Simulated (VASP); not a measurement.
A run of VASP 6.6.1 is set up as follows.

Contents of INCAR:

```
SYSTEM = Ga
PREC = Accurate
ENCUT = 520
EDIFF = 1E-6
ISMEAR = -1
SIGMA = 0.08
LREAL = .FALSE.
LASPH = .TRUE.
NELM = 80
ALGO = Normal
ISIF = 2
LWAVE = .FALSE.
LCHARG = .TRUE.
GGA = PS
LELF = .TRUE.
LVHAR = .TRUE.
NBANDS = 20
```

File KPOINTS:

```
regular mesh
0
G
  13 13 13
  0 0 0
```

Contents of POSCAR:

```
Ga
1.0
    0.0000000000      2.8013437027      2.8013437027
    2.8013437027      0.0000000000      2.8013437027
    2.8013437027      2.8013437027      0.0000000000
Ga
2
Direct
   -0.1250000000     -0.1250000000     -0.1250000000
    0.1250000000      0.1250000000      0.1250000000
```

Potentials or basis: VASP PAW PBE potentials, release 64 (Ga_d).

Run with:

```console
$ cat potpaw_PBE.64/Ga_d/POTCAR > POTCAR
$ mpirun -np 1 vasp_std > vasp.out
```

Q: What does it give for the band gap on the k mesh?

A: Zero (band 13 reaches 6.57 eV, above the bottom of band 14 at 1.98 eV).

Q: Predict the pressure.

A: 4.4 GPa.

Caveat: the PAW data sets were made with another functional, which shifts forces and pressure a little.
